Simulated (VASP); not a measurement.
HgTe (Coloradoite):

```xyz
2
Lattice="0.0000 3.2145 3.2145 3.2145 0.0000 3.2145 3.2145 3.2145 0.0000" Properties=species:S:1:pos:R:3 pbc="T T T"
Hg    0.0000    0.0000    0.0000
Te    4.8217    4.8217    4.8217
```

- Program: VASP 6.6.1
- Task: relaxation of cell and atoms
- Functional: BLYP
- Dispersion: D3(BJ)
- Potentials or basis: VASP PAW PBE potentials, release 64 (Hg, Te)
- Cutoff: 500 eV
- k mesh: 7 × 7 × 7
- Occupations: fermi-dirac, width 0.05 eV
- Spin: no spin polarisation

At the start: pressure 3.2 GPa; volume 33.22 Å³/atom.

**Question.** Where does the relaxation end?

**Answer.** Over 3 steps the energy falls by 22.9 meV/atom and the volume is 35.64 Å³/atom (+7.3 %); space group F-43m (No. 216, to 0.05 Å).

The path:
| step | energy change (eV) | largest force (eV/Å) | pressure (GPa) | volume (Å³) |
| --- | --- | --- | --- | --- |
| 1 | 0.0000 | 0.0000 | 3.24 | 66.43 |
| 2 | -0.0405 | 0.0000 | -0.89 | 73.10 |
| 3 | -0.0457 | 0.0000 | 0.00 | 71.28 |

Final structure:
```
Hg Te
1.0
     0.00000    3.29086    3.29086
     3.29086    0.00000    3.29086
     3.29086    3.29086    0.00000
Hg Te
1 1
Direct
  0.00000 0.00000 0.00000
  0.75000 0.75000 0.75000
```

Caveat: the PAW data sets were made with another functional, which shifts forces and pressure a little; pairwise dispersion overbinds metals, which lowers pressure and volume.
